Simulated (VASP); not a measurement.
A run of VASP 6.6.1 is set up as follows.

The input INCAR:

```
ALGO = Normal ; EDIFF = 1E-7
ENCUT = 520 ; GGA = PE
ISIF = 2 ; ISMEAR = -1
LASPH = True ; LCHARG = False
LREAL = False ; LWAVE = False
NBANDS = 10 ; NELM = 60
PREC = Accurate ; SIGMA = 0.05
```

File KPOINTS:

```
k-points
0
Gamma
  18 18 18
```

POSCAR

```
Ir
1.0
    2.5787349634      0.0000000000      0.0000000000
    0.0000000000      2.5787349634      0.0000000000
    0.0000000000      0.0000000000      2.5787349634
Ir
1
Direct
    0.0000000000      0.0000000000      0.0000000000
```

Potentials or basis: VASP PAW PBE potentials, release 64 (Ir).

Run with:

```bash
$ cat potpaw_PBE.64/Ir/POTCAR > POTCAR
$ mpirun -np 1 vasp_std > vasp.out
```

(1) What does it give for the pressure?

Results:

(1) -2.2 GPa.
